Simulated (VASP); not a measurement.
# TaN: density of states with PBE

Crystal: TaN.

```
Ta N
1.0
     3.04800    0.00000    0.00000
    -1.52400    2.63965    0.00000
     0.00000    0.00000    4.91800
Ta N
2 2
Direct
  0.00000 0.00000 0.00000
  0.00000 0.00000 0.50000
  0.33333 0.66667 0.25000
  0.66667 0.33333 0.75000
```

```json
{"Program": "VASP 6.6.1", "Task": "density of states", "Functional": "PBE", "Potentials or basis": "VASP PAW PBE potentials, release 64 (Ta_pv, N)", "Cutoff": "520 eV", "k mesh": "9 × 9 × 5", "Occupations": "fermi-dirac, width 0.01 eV", "Spin": "no spin polarisation", "Dipole correction": "no", "k mesh for the DOS": "14 × 14 × 8", "Occupations for the DOS": "tetrahedron", "Further INCAR settings": "ALGO = Normal; EDIFF = 1e-06"}
```

The valence electrons inside the program's atomic spheres are Ta 9.35; N 3.83.

Levels at points of the mesh, in eV from the Fermi level:
| k point | band 13 | band 14 | band 15 | band 16 | band 17 | band 18 | band 19 | band 20 |
| --- | --- | --- | --- | --- | --- | --- | --- | --- |
| (0.00, 0.00, 0.00) | -3.67 | -3.67 | -3.65 | -1.87 | -1.87 | -0.66 | -0.66 | 2.79 |
| (0.50, 0.00, 0.00) | -5.19 | -5.18 | -4.41 | 0.21 | 1.52 | 2.38 | 3.84 | 4.60 |
| (0.00, 0.00, 0.50) | -6.41 | -6.41 | -0.01 | -0.01 | -0.01 | -0.01 | 0.02 | 0.02 |
| (0.50, 0.00, 0.50) | -6.11 | -6.11 | -1.57 | -1.57 | 2.98 | 2.98 | 3.27 | 3.27 |

Wall time 77 s on 1 thread of AMD EPYC 7R13 Processor (Zen 3) (shared host), peak memory 0.18 GiB.

Caveat: spin-orbit coupling is left out, which moves the levels of the heavy elements.
